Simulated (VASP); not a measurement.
# TiWSe3 (Pm-3m) in VASP: further runs, part 2 of 2

VASP 6.6.1. Earlier steps stand in the parts before.

## 3. Single point, PBE, collinear spin

INCAR reads:

```
SYSTEM = TiWSe3
ALGO     = Normal         ! electronic algorithm
EDIFF    = 1E-6           ! SCF threshold, eV
ENCUT    = 520            ! plane-wave cutoff, eV
GGA      = PE             ! functional
ISIF     = 2              ! what is computed and relaxed
ISMEAR   = 0              ! smearing method
ISPIN    = 2              ! spin polarisation
LASPH    = .TRUE.         ! aspherical terms in the spheres
LCHARG   = .FALSE.        ! write CHGCAR
LMAXMIX  = 4              ! l up to which the mixer works
LORBIT   = 11             ! projections on sites
LREAL    = .FALSE.        ! projectors in reciprocal space
LWAVE    = .FALSE.        ! write WAVECAR
MAGMOM   = 2.37 0.91 0 0 0 ! initial moments
NBANDS   = 34             ! bands
NELM     = 150            ! most SCF steps
PREC     = Accurate       ! precision mode
SIGMA    = 0.1            ! smearing width, eV
```

KPOINTS reads:

```
k-points
0
G
  8 8 8
  0 0 0
```

POSCAR reads:

```
TiWSe3
1.0
    4.9331912000      0.0000000000      0.0000000000
    0.0000000000      4.9331912000      0.0000000000
    0.0000000000      0.0000000000      4.9331912000
Ti W Se
1 1 3
Direct
    0.0000000000      0.0000000000      0.0000000000
    0.5000000000      0.5000000000      0.5000000000
    0.5000000000      0.5000000000      0.0000000000
    0.0000000000      0.5000000000      0.5000000000
    0.5000000000      0.0000000000      0.5000000000
```

Potentials or basis: VASP PAW PBE potentials, release 64 (Ti_sv, W_sv, Se).

Run with:

```
$ cat potpaw_PBE.64/Ti_sv/POTCAR potpaw_PBE.64/W_sv/POTCAR potpaw_PBE.64/Se/POTCAR > POTCAR
$ mpirun -np 1 vasp_std > vasp.out
```

OUTCAR:

```text
SYSTEM = TiWSe3
   EDIFF = 1E-6
   ENCUT = 520
   GGA = PE
   ISIF = 2
   ISMEAR = 0
   ISPIN = 2
   LASPH = .TRUE.
   LORBIT = 11
   LREAL = .FALSE.
   NELM = 150
   PREC = Accurate

 ion  position               nearest neighbor table
   1  0.000  0.000  0.000-
   2  0.500  0.500  0.500-   3 2.47   4 2.47   5 2.47   3 2.47   5 2.47   4 2.47
   3  0.500  0.500  0.000-   2 2.47   2 2.47
   4  0.000  0.500  0.500-   2 2.47   2 2.47
   5  0.500  0.000  0.500-   2 2.47   2 2.47

  LATTYP: Found a simple cubic cell.
 ALAT       =     4.9331912000

  Lattice vectors:

 A1 = (   4.9331912000,   0.0000000000,   0.0000000000)
 A2 = (   0.0000000000,   4.9331912000,   0.0000000000)
 A3 = (   0.0000000000,   0.0000000000,   4.9331912000)

Analysis of symmetry for initial positions (statically):
=====================================================================
 Subroutine PRICEL returns:
 Original cell was already a primitive cell.

 Routine SETGRP: Setting up the symmetry group for a
 simple cubic supercell.

 Subroutine GETGRP returns: Found 48 space group operations
 (whereof 48 operations were pure point group operations)
 out of a pool of 48 trial point group operations.

The static configuration has the point symmetry O_h .

Analysis of symmetry for dynamics (positions and initial velocities):
=====================================================================
 Subroutine PRICEL returns:
 Original cell was already a primitive cell.

 Routine SETGRP: Setting up the symmetry group for a
 simple cubic supercell.

 Subroutine GETGRP returns: Found 48 space group operations
 (whereof 48 operations were pure point group operations)
 out of a pool of 48 trial point group operations.

The dynamic configuration has the point symmetry O_h .

Analysis of structural, dynamic, and magnetic symmetry:
=====================================================================
 Subroutine PRICEL returns:
[... 168 lines left out ...]
 fundamental gap:      0.0099936367
 Fermi energy:         5.2346992315

 spin component 1

 k-point     1 :       0.0000    0.0000    0.0000
  band No.  band energies     occupation
      1     -69.9462      1.00000
      2     -52.9572      1.00000
      3     -34.2539      1.00000
      4     -34.2539      1.00000
      5     -34.2539      1.00000
      6     -29.2568      1.00000
[... 877 lines left out ...]
     33      10.7537      0.00000
     34      11.0181      0.00000

 [... further k-points ...]

 spin component 2

 k-point     1 :       0.0000    0.0000    0.0000
  band No.  band energies     occupation
      1     -69.6399      1.00000
      2     -51.1295      1.00000
      3     -33.8425      1.00000
      4     -33.8425      1.00000
      5     -33.8425      1.00000
      6     -27.4258      1.00000
[... 877 lines left out ...]
     33      11.2977      0.00000
     34      11.4747      0.00000

 [... further k-points ...]

------------------------ aborting loop because EDIFF is reached ----------------------------------------

  FORCE on cell =-STRESS in cart. coord.  units (eV):
  Direction    XX          YY          ZZ          XY          YZ          ZX
  --------------------------------------------------------------------------------------
  -------------------------------------------------------------------------------------
  Total        0.1137623      0.1137623      0.1137623      0.0000000     -0.0000000      0.0000000
  in kB        1.5181863      1.5181863      1.5181863      0.0000000     -0.0000000      0.0000000
  external PRESSURE =       1.5181863 kB  Pullay stress =       0.0000000 kB

 VOLUME and BASIS-vectors are now :
 -----------------------------------------------------------------------------
  energy-cutoff  :      520.00
  volume of cell :      120.06
      direct lattice vectors                 reciprocal lattice vectors
     4.933191200  0.000000000  0.000000000     0.202708543  0.000000000  0.000000000
     0.000000000  4.933191200  0.000000000     0.000000000  0.202708543  0.000000000
     0.000000000  0.000000000  4.933191200     0.000000000  0.000000000  0.202708543

 POSITION                                       TOTAL-FORCE (eV/Angst)
 -----------------------------------------------------------------------------------
      0.00000      0.00000      0.00000         0.000000      0.000000      0.000000
      2.46660      2.46660      2.46660         0.000000      0.000000      0.000000
      2.46660      2.46660      0.00000         0.000000      0.000000      0.000000
      0.00000      2.46660      2.46660         0.000000      0.000000      0.000000
      2.46660      0.00000      2.46660         0.000000      0.000000      0.000000
 -----------------------------------------------------------------------------------
    total drift:                               -0.000000      0.000000     -0.000000

  FREE ENERGIE OF THE ION-ELECTRON SYSTEM (eV)
  ---------------------------------------------------
  free  energy   TOTEN  =       -29.0793196936 eV

  energy  without entropy=      -29.0344462306  energy(sigma->0) =      -29.05688296

 total charge

# of ion       s       p       d       tot
------------------------------------------
    1        2.081   5.955   1.969  10.006
    2        2.312   6.264   3.398  11.974
    3        1.459   2.379   0.050   3.888
    4        1.459   2.379   0.050   3.888
    5        1.459   2.379   0.050   3.888
--------------------------------------------------
tot          8.770  19.358   5.516  33.643

 magnetization (x)

# of ion       s       p       d       tot
------------------------------------------
    1        0.048   0.008   1.789   1.845
    2        0.014   0.006   0.630   0.650
    3        0.000  -0.080   0.008  -0.072
    4        0.000  -0.080   0.008  -0.072
    5        0.000  -0.080   0.008  -0.072
--------------------------------------------------
tot          0.063  -0.226   2.443   2.280
```

OSZICAR:

```text
N       E                     dE             d eps       ncg     rms          rms(c)
DAV:   1     0.435308618931E+03    0.43531E+03   -0.21319E+04  5072   0.124E+03
DAV:   2     0.365785401257E+01   -0.43165E+03   -0.41054E+03  5216   0.358E+02
[... 31 lines left out ...]
DAV:  34    -0.290793024361E+02   -0.54832E-04   -0.24234E-04  4892   0.821E-02    0.745E-02
DAV:  35    -0.290792824732E+02    0.19963E-04   -0.74353E-05  5188   0.389E-02    0.911E-02
DAV:  36    -0.290793109976E+02   -0.28524E-04   -0.71817E-05  4846   0.453E-02    0.326E-02
DAV:  37    -0.290793177754E+02   -0.67778E-05   -0.10077E-05  5550   0.175E-02    0.893E-03
DAV:  38    -0.290793198594E+02   -0.20840E-05   -0.31598E-06  4538   0.888E-03    0.871E-03
DAV:  39    -0.290793196936E+02    0.16581E-06   -0.90748E-06  5288   0.133E-02
   1 F= -.29079320E+02 E0= -.29056883E+02  d E =-.448735E-01  mag=     2.9566
```

Run time: 22 min. Hardware: 1 thread of Intel Xeon 8259CL, shared host; peak memory 0.45 GiB.

Results:

```
Free energy                                           : -29.0793 eV
Pressure                                              : 0.2 GPa
Net moment                                            : 2.96 μB per cell
Site moments                                          : Ti +1.84; W +0.65; Se -0.07 μB
Valence electrons inside the program's atomic spheres : Ti 10.01; W 11.97; Se 3.89
```

Levels at points of the mesh, in eV from the Fermi level:
Spin up:
```
           k point  band 22  band 23  band 24  band 25  band 26  band 27
(0.00, 0.00, 0.00)    -1.13    -1.13    -0.61    -0.61    -0.60    -0.02
(0.50, 0.00, 0.00)    -0.17    -0.15     0.40     0.47     0.63     0.63
(0.50, 0.50, 0.00)    -0.07    -0.05    -0.05     0.29     0.56     0.96
(0.50, 0.50, 0.50)    -0.07    -0.07    -0.07    -0.07    -0.07     0.69
```
Spin down:
```csv
k point,band 16,band 17,band 18,band 19,band 20,band 21,band 22,band 23,band 24,band 25
"(0.00, 0.00, 0.00)",-1.93,-1.93,-1.56,-1.56,-1.56,-1.14,-1.14,-1.14,0.37,0.46
"(0.50, 0.00, 0.00)",-4.01,-3.78,-2.71,-1.48,-1.48,-1.46,0.67,1.27,1.27,1.42
"(0.50, 0.50, 0.00)",-4.02,-3.49,-3.03,-3.03,-0.50,0.83,1.00,1.00,1.02,1.72
"(0.50, 0.50, 0.50)",-5.51,-5.51,-0.33,-0.33,-0.33,0.58,1.28,1.28,1.28,1.50
```

Caveat: spin-orbit coupling is left out, which moves the levels of the heavy elements.
